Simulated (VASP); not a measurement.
**SbBr: single point with PBE**

SbBr:

```
Sb Br
1.0
     4.27591    0.00000    0.00000
     0.00000    4.27591    0.00000
     0.00000    0.00000    4.27591
Sb Br
1 1
Direct
  0.50000 0.50000 0.50000
  0.00000 0.00000 0.00000
```

The cell was generated, and may not be a known phase.

```yaml
Program: VASP 6.6.1
Task: single point
Functional: PBE
Potentials_or_basis: VASP PAW PBE potentials, release 64 (Sb, Br)
Cutoff: 500 eV
k_mesh: 4 × 4 × 4
Occupations: gaussian, width 0.1 eV
Spin: no spin polarisation
Dipole_correction: no
Further_INCAR_settings: ALGO = Normal; EDIFF = 1e-06; NBANDS = 13
```

```json
{
  "Pressure": "-6.6 GPa",
  "Band gap on the k mesh": "zero (bands 6 and 7 overlap by 2.60 eV)"
}
```

Levels at points of the mesh, in eV from the Fermi level:
```tsv
k point	band 2	band 3	band 4	band 5	band 6	band 7	band 8	band 9	band 10	band 11
(0.00, 0.00, 0.00)	-8.73	-2.38	-2.38	-2.38	1.52	1.52	1.52	4.89	4.89	6.26
(0.50, 0.00, 0.00)	-8.80	-2.30	-1.93	-1.93	-1.36	0.82	0.82	6.54	7.13	8.37
(0.50, 0.50, 0.00)	-8.34	-3.68	-3.68	-1.79	0.70	0.70	1.24	5.33	6.35	7.62
(0.50, 0.50, 0.50)	-8.01	-2.76	-2.76	-2.76	-1.08	-1.08	-1.08	8.62	8.62	8.62
```

It took 12 s on 1 thread of Intel Xeon 8259CL (shared host), peak memory 0.18 GiB.

Caveat: the k points lie up to 0.37 Å⁻¹ apart, too coarse for converged energies and pressures of a metal; spin-orbit coupling is left out, which moves the levels of the heavy elements.
